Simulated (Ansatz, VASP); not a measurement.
## One calculation of Hf2TaO3, two programs

```
Hf Ta O
1.0
     3.00959    0.00000    0.00000
     0.00000    3.00959    0.00000
     0.00000    0.00000    8.82195
Hf Ta O
2 1 3
Direct
  0.50000 0.00000 0.66937
  0.00000 0.50000 0.33063
  0.50000 0.50000 0.00000
  0.50000 0.00000 0.40831
  0.00000 0.50000 0.59169
  0.00000 0.00000 0.00000
```

Change from the starting cell: species swapped into the Hf2GaSb3 type (P-4m2, No. 115).

Alike in both runs: functional PBE; k mesh 12 × 12 × 4; occupations gaussian, width 0.1 eV; no spin polarisation.

Ansatz relaxed the structure, and its values are those at the end. VASP's run is a single point on that final structure, the one shown.

|  | VASP | Ansatz |
| --- | --- | --- |
| version | VASP 6.6.1 | Ansatz 0.2.0 |
| potentials or method | VASP PAW PBE potentials, release 64 (Hf_pv, Ta_pv, O), cutoff 520 eV | scalar-relativistic, plane waves, PAW |
| valence electrons in the cell | 49 | 83 |

Ansatz gave:

| Quantity | Value |
| --- | --- |
| gap on the k mesh at the Fermi level (eV) | none |
| pressure (GPa) | 0.0 |
| rms of the force components (eV/Å) | 0.000 |

Q: Estimate VASP's values.

A: gap on the k mesh at the Fermi level (eV): none; pressure (GPa): -1.5; rms of the force components (eV/Å): 0.067.

A gap of «none» marks a metal or a gap that the smearing closes. With one functional, cell and mesh, what is left measures potentials, basis and numerics. VASP's potentials hold 49 valence electrons a cell and Ansatz's 83, so a difference there can come from the potentials and not from the codes.

Spin-orbit coupling is off throughout.
